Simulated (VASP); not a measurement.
Here is a VASP 6.6.1 calculation.

Contents of INCAR:

```
PREC = Accurate
ENCUT = 600
EDIFF = 1E-6
ISMEAR = 0
SIGMA = 0.1
LREAL = F
LASPH = T
NELM = 60
ALGO = Normal
ISIF = 3
LWAVE = F
LCHARG = F
GGA = PE
IBRION = 2
NSW = 90
EDIFFG = -0.04
```

KPOINTS

```
Automatic mesh
0
Gamma
  6 6 4
```

File POSCAR:

```
Si2Ge2P
1.0
    4.4735612295      0.0000000000      0.0000000000
   -2.2367806147      3.8742176701      0.0000000000
    0.0000000000      0.0000000000      7.1741414701
Si Ge P
2 2 1
Direct
    0.0000000000      0.0000000000      0.7037564245
    0.0000000000      0.0000000000      0.2962435755
    0.3333333333      0.6666666667      0.5000000000
    0.6666666667      0.3333333333      0.5000000000
    0.0000000000      0.0000000000      0.0000000000
```

Potentials or basis: VASP PAW PBE potentials, release 64 (Si, Ge_d, P).

Launch:

```sh
$ cat potpaw_PBE.64/Si/POTCAR potpaw_PBE.64/Ge_d/POTCAR potpaw_PBE.64/P/POTCAR > POTCAR
$ mpirun -np 1 vasp_std > vasp.out
```

Question: What does it give for the space group after relaxing (to 0.05 Å)?

Answer: P6/mmm (No. 191).

Question: What does it give for the relaxed volume?

Answer: 24.79 Å³/atom.

Step by step:
| step | energy change (eV) | largest force (eV/Å) | pressure (GPa) | volume (Å³) |
| --- | --- | --- | --- | --- |
| 1 | 0.0000 | 0.1310 | -0.09 | 124.34 |
| 2 | -0.0034 | 0.1592 | 0.05 | 124.07 |
| 3 | -0.0051 | 0.1811 | 0.16 | 123.80 |
| 4 | -0.0069 | 0.0520 | -0.07 | 123.92 |
| 5 | -0.0070 | 0.0010 | -0.15 | 123.97 |
